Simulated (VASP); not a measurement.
# Sc: single point with PBE

Crystal: Sc.

```
Sc
1.0
    -2.06751    2.06751    1.30341
     2.06751   -2.06751    1.30341
     2.06751    2.06751   -1.30341
Sc
2
Cartesian
  0.0000 -1.0338 -0.3259
  0.0000 1.0338 0.3259
```

| Quantity | Value |
| --- | --- |
| Program | VASP 6.6.1 |
| Task | single point |
| Functional | PBE |
| Potentials or basis | VASP PAW PBE potentials, release 64 (Sc_sv) |
| Cutoff | 520 eV |
| k mesh | 14 × 14 × 14 |
| Occupations | fermi-dirac, width 0.08 eV |
| Spin | no spin polarisation |

```yaml
Pressure: 122.4 GPa
Band_gap_on_the_k_mesh: zero (band 11 reaches 11.75 eV, above the bottom of band 12 at 8.71 eV)
```

Stress tensor (GPa, compression positive):
```
123.31   0.00   0.00
  0.00 123.31   0.00
  0.00   0.00 120.65
```

Levels at points of the mesh, in eV from the Fermi level:
```csv
k point,band 7,band 8,band 9,band 10,band 11,band 12,band 13,band 14,band 15,band 16
"(0.00, 0.00, 0.00)",-24.93,-24.93,-5.11,-4.52,-0.68,0.09,1.92,3.62,3.62,4.06
"(0.50, 0.00, 0.00)",-25.86,-24.89,-3.42,-2.67,-0.77,1.25,2.71,4.37,4.48,5.22
"(0.50, 0.50, 0.00)",-25.36,-25.36,-2.54,-2.54,0.32,0.32,2.15,2.15,5.28,5.28
"(0.50, 0.50, 0.50)",-24.28,-24.28,-1.63,-1.63,2.15,2.15,3.35,3.35,4.60,4.60
```

It took 29 s on 1 thread of Intel(R) Xeon(R) 6975P-C (Granite Rapids), on a shared host, peak memory 0.2 GiB.
